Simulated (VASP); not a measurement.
PbS: single point with LDA

PbS:

```
Pb S
1.0
     0.00000    2.91474    2.91474
     2.91474    0.00000    2.91474
     2.91474    2.91474    0.00000
Pb S
1 1
Direct
  0.00000 0.00000 0.00000
  0.50000 0.50000 0.50000
```

```
Program                : VASP 6.6.1
Task                   : single point
Functional             : LDA
Potentials or basis    : VASP PAW LDA potentials, release 64 (Pb_d, S)
Cutoff                 : 520 eV
k mesh                 : 8 × 8 × 8
Occupations            : fermi-dirac, width 0.06 eV
Spin                   : no spin polarisation
Dipole correction      : no
Further INCAR settings : ALGO = Normal; EDIFF = 1e-07; NBANDS = 17
```

```json
{"Pressure": "0.5 GPa", "Band gap on the k mesh": "0.01 eV, direct"}
```

Levels at points of the mesh, in eV from the valence-band top:
```csv
k point,band 8,band 9,band 10,band 11,band 12,band 13
"(0.00, 0.00, 0.00)",-2.49,-2.49,-2.49,5.16,5.16,5.16
"(0.50, 0.00, 0.00)",-2.04,-2.04,0.00,0.01,1.65,1.65
"(0.50, 0.50, 0.00)",-5.78,-3.88,-3.88,3.43,5.57,5.69
```

It took 22 s on 1 thread of Intel Xeon 6975P-C, with other jobs on the host, peak memory 0.16 GiB.

Caveat: spin-orbit coupling is left out, which moves the levels of the heavy elements. A k mesh can miss the band edges.
